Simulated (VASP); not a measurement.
# GaSb (I-4m2) in VASP: a series of runs, part 2 of 2

VASP 6.6.1. The steps go on from the part before.

## Step 3: Single point, r2SCAN (strain +0.050 along x and y, +0.000 along z)

The input, POSCAR:

```
GaSb
1.0
    0.0000000000      3.2119500000      3.0590000000
    3.2119500000      0.0000000000      3.0590000000
    3.2119500000      3.2119500000      0.0000000000
Ga Sb
1 1
Direct
    0.0000000000      0.0000000000      0.0000000000
    0.7500000000      0.7500000000      0.7500000000
```

The input, INCAR.step1:

```
SYSTEM = GaSb
  PREC = Accurate
  ENCUT = 520
  ISMEAR = 0
  SIGMA = 0.05
  LREAL = .False.
  LASPH = .True.
  NELM = 60
  NBANDS = 16
  GGA = PE
  ALGO = Normal
  EDIFF = 1E-4
  LWAVE = .True.
  LCHARG = .False.
```

The input, INCAR.step2:

```
SYSTEM = GaSb
  PREC = Accurate
  ENCUT = 520
  EDIFF = 1E-7
  ISMEAR = 0
  SIGMA = 0.05
  LREAL = .False.
  LASPH = .True.
  NELM = 60
  ALGO = Normal
  ISIF = 2
  LWAVE = .False.
  LCHARG = .False.
  METAGGA = R2SCAN
  LMIXTAU = .True.
  NBANDS = 16
  ISTART = 1
```

The input, KPOINTS:

```
Automatic mesh
0
Gamma
  10 10 10
  0 0 0
```

Potentials or basis: VASP PAW PBE potentials, release 64 (Ga_d, Sb).

On the command line:

```
cat potpaw_PBE.64/Ga_d/POTCAR potpaw_PBE.64/Sb/POTCAR > POTCAR
cp INCAR.step1 INCAR
mpirun -np 1 vasp_std > vasp.out
cp INCAR.step2 INCAR
mpirun -np 1 vasp_std > vasp.out
```

OUTCAR:

```text
SYSTEM = GaSb
   PREC = Accurate
   ENCUT = 520
   EDIFF = 1E-7
   ISMEAR = 0
   LREAL = .False.
   LASPH = .True.
   NELM = 60
   ISIF = 2
   METAGGA = R2SCAN
   ISTART = 1

 ion  position               nearest neighbor table
   1  0.000  0.000  0.000-   2 2.74   2 2.74   2 2.74   2 2.74
   2  0.750  0.750  0.750-   1 2.74   1 2.74   1 2.74   1 2.74

  LATTYP: Found a body centered tetragonal cell.
 ALAT       =     4.5423832517
 C/A-ratio  =     1.3468700594

  Lattice vectors:

 A1 = (   0.0000000000,  -3.2119500000,  -3.0590000000)
 A2 = (   0.0000000000,   3.2119500000,  -3.0590000000)
 A3 = (   3.2119500000,   0.0000000000,   3.0590000000)

Analysis of symmetry for initial positions (statically):
=====================================================================
 Subroutine PRICEL returns:
 Original cell was already a primitive cell.

 Routine SETGRP: Setting up the symmetry group for a
 body centered tetragonal supercell.

 Subroutine GETGRP returns: Found  8 space group operations
 (whereof  8 operations were pure point group operations)
 out of a pool of 16 trial point group operations.

The static configuration has the point symmetry D_2d.

Analysis of symmetry for dynamics (positions and initial velocities):
[... 163 lines left out ...]
 cond. band min:       3.8975943980   @ k =   0.0000   0.0000   0.0000
 fundamental gap:      0.2241185073
 Fermi energy:         3.7962568227

 k-point     1 :       0.0000    0.0000    0.0000
  band No.  band energies     occupation
      1     -11.6090      2.00000
      2     -11.6090      2.00000
      3     -11.6020      2.00000
      4     -11.5684      2.00000
      5     -11.5601      2.00000
      6      -7.5366      2.00000
[... 433 lines left out ...]
      3     -11.5942      2.00000
      4     -11.5753      2.00000
      5     -11.5567      2.00000
      6      -5.9878      2.00000
[... 8 lines left out ...]
     15      14.1727      0.00000
     16      14.5906      0.00000

 [... further k-points ...]

------------------------ aborting loop because EDIFF is reached ----------------------------------------

  FORCE on cell =-STRESS in cart. coord.  units (eV):
  Direction    XX          YY          ZZ          XY          YZ          ZX
  --------------------------------------------------------------------------------------
  -------------------------------------------------------------------------------------
  Total       -1.7682577     -1.7682577     -0.9537967      0.0000000      0.0000000      0.0000000
  in kB      -44.8858142    -44.8858142    -24.2113703      0.0000000      0.0000000      0.0000000
  external PRESSURE =     -37.9943329 kB  Pullay stress =       0.0000000 kB

 VOLUME and BASIS-vectors are now :
 -----------------------------------------------------------------------------
  energy-cutoff  :      520.00
  volume of cell :       63.12
      direct lattice vectors                 reciprocal lattice vectors
     0.000000000  3.211950000  3.059000000    -0.155668675  0.155668675  0.163452109
     3.211950000  0.000000000  3.059000000     0.155668675 -0.155668675  0.163452109
     3.211950000  3.211950000  0.000000000     0.155668675  0.155668675 -0.163452109

 POSITION                                       TOTAL-FORCE (eV/Angst)
 -----------------------------------------------------------------------------------
      0.00000      0.00000      0.00000        -0.000000     -0.000000     -0.000000
      4.81792      4.81792      4.58850         0.000000      0.000000      0.000000
 -----------------------------------------------------------------------------------
    total drift:                                0.000001      0.000001     -0.000018

  FREE ENERGIE OF THE ION-ELECTRON SYSTEM (eV)
  ---------------------------------------------------
  free  energy   TOTEN  =       -37.5217512478 eV

  energy  without entropy=      -37.5217502358  energy(sigma->0) =      -37.52175074
```

OUTCAR.step1:

```text
SYSTEM = GaSb
   PREC = Accurate
   ENCUT = 520
   ISMEAR = 0
   LREAL = .False.
   LASPH = .True.
[... 679 lines left out ...]
      0.00000      0.00000      0.00000        -0.000000     -0.000000     -0.000000
      4.81792      4.81792      4.58850         0.000000      0.000000      0.000000
 -----------------------------------------------------------------------------------
    total drift:                               -0.000001     -0.000001     -0.000002

  FREE ENERGIE OF THE ION-ELECTRON SYSTEM (eV)
  ---------------------------------------------------
  free  energy   TOTEN  =        -7.3403398562 eV

  energy  without entropy=       -7.3403382887  energy(sigma->0) =       -7.34033907
```

Wall time 4.7 min (1 thread of AMD EPYC 9R45 (Zen 5), shared host); peak memory 0.26 GiB.

What came out:

| Quantity | Value |
| --- | --- |
| Free energy | -37.5218 eV |
| Pressure | -3.8 GPa |
| Band gap on the k mesh | 0.22 eV (least direct gap 0.25 eV) |

Levels at points of the mesh, in eV from the valence-band top:
```tsv
k point	band 7	band 8	band 9	band 10	band 11	band 12
(0.00, 0.00, 0.00)	-0.23	-0.03	-0.03	0.22	2.97	3.13
(0.50, 0.00, 0.00)	-6.06	-1.17	-0.83	0.50	3.95	4.21
(0.50, 0.50, 0.00)	-6.41	-2.48	-2.48	1.01	1.52	8.69
(0.50, 0.00, 0.50)	-6.62	-2.22	-2.18	1.38	1.80	8.53
```

Caveat: the cell differs from its parent crystal (strain +0.050 along x and y, +0.000 along z); the cell stands under tension; the PAW data sets were made with another functional, which shifts forces and pressure a little; spin-orbit coupling is left out, which moves the levels of the heavy elements. A k mesh can miss the band edges.
